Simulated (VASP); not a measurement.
# Zn in VASP: single point with r2SCAN

Aim: the single point of Zn with r2SCAN.

All numbers are computed with VASP 6.6.1; they aren't measurements. Logs are shortened: lines on timing, memory, paths and dates and some standing lists are left out, and cuts for length are marked.

## 1. The cell of the first run

The typed cell holds 2 atoms: a = 2.851 Å, b = 2.851 Å, c = 5.026 Å, α = 104.17°, β = 104.17°, γ = 124.63°.

## 2. Single point, r2SCAN

POSCAR

```
Zn
1.0
   -1.9438794995      1.6264480961      1.3053193044
    1.6264480961     -1.9438794995      1.3053193044
    3.2937101824      3.2937101824     -1.8866955011
Zn
2
Direct
    0.9496996301      0.0503003699      1.0000000000
    0.8003003699      0.1996996301      0.5000000000
```

INCAR.step1

```
SYSTEM = Zn
  PREC = Accurate
  ENCUT = 520
  ISMEAR = -1
  SIGMA = 0.1
  LREAL = .False.
  LASPH = .True.
  NELM = 60
  ISYM = 0
  NBANDS = 19
  GGA = PE
  ALGO = Normal
  EDIFF = 1E-4
  LWAVE = .True.
  LCHARG = .False.
```

INCAR.step2

```
SYSTEM = Zn
  PREC = Accurate
  ENCUT = 520
  EDIFF = 1E-6
  ISMEAR = -1
  SIGMA = 0.1
  LREAL = .False.
  LASPH = .True.
  NELM = 60
  ALGO = Normal
  ISIF = 2
  LWAVE = .False.
  LCHARG = .True.
  METAGGA = R2SCAN
  LMIXTAU = .True.
  LELF = .True.
  LVHAR = .True.
  ISYM = 0
  NBANDS = 19
  ISTART = 1
```

KPOINTS

```
regular mesh
0
Gamma
  13 13 9
  0 0 0
```

Potentials or basis: VASP PAW PBE potentials, release 64 (Zn).

The run is started by

```
> cat potpaw_PBE.64/Zn/POTCAR > POTCAR
> cp INCAR.step1 INCAR
> mpirun -np 1 vasp_std > vasp.out
> cp INCAR.step2 INCAR
> mpirun -np 1 vasp_std > vasp.out
```

OUTCAR:

```text
SYSTEM = Zn
   PREC = Accurate
   ENCUT = 520
   EDIFF = 1E-6
   ISMEAR = -1
   LREAL = .False.
   LASPH = .True.
   NELM = 60
   ISIF = 2
   METAGGA = R2SCAN
   ISYM = 0
   ISTART = 1

 ion  position               nearest neighbor table
   1  0.950  0.050  0.000-   2 2.62   2 2.62   2 2.62   2 2.62   2 2.77   2 2.77
   2  0.800  0.200  0.500-   1 2.62   1 2.62   1 2.62   1 2.62   1 2.77   1 2.77

IMPORTANT INFORMATION: All symmetrisations will be switched off!
NOSYMM: (Re-)initialisation of all symmetry stuff for point group C_1.

----------------------------------------------------------------------------------------

                                     Primitive cell

  volume of cell :      28.5619

  direct lattice vectors                    reciprocal lattice vectors
    -1.943879499  1.626448096  1.305319304    -0.022121616  0.257964727  0.411724551
     1.626448096 -1.943879499  1.305319304     0.257964727 -0.022121616  0.411724551
     3.293710182  3.293710182 -1.886695501     0.163169185  0.163169185  0.039679964

  length of vectors
     2.850940091  2.850940091  5.025601799     0.486366398  0.486366398  0.234142831

  position of ions in fractional coordinates (direct lattice)
     0.949699630  0.050300370  0.000000000
     0.800300370  0.199699630  0.500000000

  ion indices of the primitive-cell ions
   primitive index   ion index
                 1           1
                 2           2

----------------------------------------------------------------------------------------

 KPOINTS: regular mesh

Automatic generation of k-mesh.
 Grid dimensions read from file:
 generate k-points for:   13   13    9

 Generating k-lattice:

  Cartesian coordinates                     Fractional coordinates (reciprocal lattice)
    -0.001701663  0.019843441  0.031671119     0.076923077  0.000000000  0.000000000
     0.019843441 -0.001701663  0.031671119     0.000000000  0.076923077  0.000000000
     0.018129909  0.018129909  0.004408885     0.000000000  0.000000000  0.111111111

  Length of vectors
     0.037412800  0.037412800  0.026015870

  Shift w.r.t. Gamma in fractional coordinates (k-lattice)
     0.000000000  0.000000000  0.000000000

 Subroutine IBZKPT returns following result:
 ===========================================

[... 41 lines left out ...]
   ISPIN  =      1    spin polarized calculation?
   LNONCOLLINEAR =      F non collinear calculations
   LSORBIT =      F    spin-orbit coupling
   LASPH  =      T    aspherical Exc in radial PAW
   ENCUT  =  520.0 eV  38.22 Ry    6.18 a.u.   5.30  5.30  9.34*2*pi/ulx,y,z
   NELM   =     60;   NELMIN=  2; NELMDL=  0     # of ELM steps
   EDIFF  = 0.1E-05   stopping-criterion for ELM
   LREAL  =      F    real-space projection
   EDIFFG = 0.1E-04   stopping-criterion for IOM
   NSW    =      0    number of steps for IOM
   IBRION =     -1    ionic relax: 0-MD 1-quasi-New 2-CG
   NFREE  =      0    steps in history (QN), initial steepest desc. (CG)
   ISIF   =      2    stress and relaxation
   ISYM   =      0    0-nonsym 1-usesym 2-fastsym
   POTIM  = 0.5000    time-step for ionic-motion
   TEBEG  =    0.0;   TEEND  =   0.0 temperature during run
   PSTRESS=    0.0 pullay stress
   NELECT =      24.0000    total number of electrons
   NUPDOWN=      -1.0000    fix difference up-down
   EMIN   =  10.00;   EMAX   =-10.00  energy-range for DOS
   EFERMI =   0.00;   METHOD = LEGACY
   ISMEAR =    -1;   SIGMA  =   0.10  broadening in eV -4-tet -1-fermi 0-gaus
   EFERMI_NEDOS =   21; number of points for ismear=-14 and -15
   IALGO  =     38    algorithm
   IMIX   =      4    mixing-type and parameters
     AMIX     =   0.40;   BMIX     =  1.00
     AMIX_MAG =   1.60;   BMIX_MAG =  1.00
  volume/ion in A,a.u.               =      14.28        96.37
  Fermi-wavevector in a.u.,A,eV,Ry     =   1.544838  2.919321 32.470647  2.386525
  Thomas-Fermi vector in A             =   2.650302
   LORBIT       =      0    0 simple, 1 ext, 2 COOP (PROOUT), +10 PAW based schemes
   METAGGA = R2SCAN    functional components
   LHFCALC =     F    Hartree Fock is set to
   AEXX    =    0.0000 exact exchange contribution
   IVDW    =     0    specifies the selected vdW correction
   LEPSILON=     F    determine dielectric tensor
   LRPA    =     F    only Hartree local field effects (RPA)
 non-spin polarized calculation
  energy-cutoff  :      520.00
  volume of cell :       28.56
 maximum number of plane-waves:       787
 NGX is ok and might be reduce to    24
   NGX = 11   NGY = 11   NGZ = 19

 number of electron      23.9999999 magnetization

 Free energy of the ion-electron system (eV)
  ---------------------------------------------------
  ext. energy  EPLUGINS =         0.00000000
  ---------------------------------------------------
  free energy    TOTEN  =       -17.77760576 eV

  energy without entropy =      -17.76621790  energy(sigma->0) =      -17.77191183

 E-fermi :   3.6310     XC(G=0): -13.0353

 val. band max:        3.5867486138   @ k =  -0.3077   0.3077   0.0000
 cond. band min:       3.6650082304   @ k =  -0.4615   0.4615  -0.2222
 fundamental gap:      0.0782596166
 Fermi energy:         3.6310212544

 k-point     1 :       0.0000    0.0000    0.0000
  band No.  band energies     occupation
      1      -7.9578      2.00000
      2      -5.5835      2.00000
      3      -4.8529      2.00000
      4      -4.7432      2.00000
      5      -4.6485      2.00000
      6      -4.5531      2.00000
[... 505 lines left out ...]
      6      -4.4243      2.00000
[... 11 lines left out ...]
     18      18.1199      0.00000
     19      18.4747      0.00000

 [... further k-points ...]

------------------------ aborting loop because EDIFF is reached ----------------------------------------

  FORCE on cell =-STRESS in cart. coord.  units (eV):
  Direction    XX          YY          ZZ          XY          YZ          ZX
  --------------------------------------------------------------------------------------
  -------------------------------------------------------------------------------------
  Total        0.0777049      0.0777049      0.0887341      0.0172645      0.0071224      0.0071224
  in kB        4.3588555      4.3588533      4.9775383      0.9684510      0.3995335      0.3995313
  external PRESSURE =       4.5650824 kB  Pullay stress =       0.0000000 kB

 VOLUME and BASIS-vectors are now :
 -----------------------------------------------------------------------------
  energy-cutoff  :      520.00
  volume of cell :       28.56
      direct lattice vectors                 reciprocal lattice vectors
    -1.943879499  1.626448096  1.305319304    -0.022121616  0.257964727  0.411724551
     1.626448096 -1.943879499  1.305319304     0.257964727 -0.022121616  0.411724551
     3.293710182  3.293710182 -1.886695501     0.163169185  0.163169185  0.039679964

 POSITION                                       TOTAL-FORCE (eV/Angst)
 -----------------------------------------------------------------------------------
     -1.76429      1.44686      1.30532        -0.001265      0.001265     -0.000000
      0.41597      2.56031      0.36197         0.001265     -0.001265      0.000000
 -----------------------------------------------------------------------------------
    total drift:                               -0.000004      0.000004     -0.000000

  FREE ENERGIE OF THE ION-ELECTRON SYSTEM (eV)
  ---------------------------------------------------
  free  energy   TOTEN  =       -17.7776057612 eV

  energy  without entropy=      -17.7662178983  energy(sigma->0) =      -17.77191183
```

OUTCAR.step1:

```text
SYSTEM = Zn
   PREC = Accurate
   ENCUT = 520
   ISMEAR = -1
   LREAL = .False.
   LASPH = .True.
[... 712 lines left out ...]
     -1.76429      1.44686      1.30532        -0.020102      0.020111      0.000001
      0.41597      2.56031      0.36197         0.020102     -0.020111     -0.000001
 -----------------------------------------------------------------------------------
    total drift:                               -0.000007      0.000001      0.000002

  FREE ENERGIE OF THE ION-ELECTRON SYSTEM (eV)
  ---------------------------------------------------
  free  energy   TOTEN  =        -2.1667322877 eV

  energy  without entropy=       -2.1538900448  energy(sigma->0) =       -2.16031117
```

Wall time 16 min (1 thread of AMD EPYC 9R45 (Zen 5), shared host); peak memory 0.4 GiB.

Results:

```yaml
Free_energy: -17.7776 eV
Pressure: 0.5 GPa
Band_gap_on_the_k_mesh: zero (bands 12 and 13 overlap by 2.64 eV)
```

Caveat: the PAW data sets were made with another functional, which shifts forces and pressure a little.
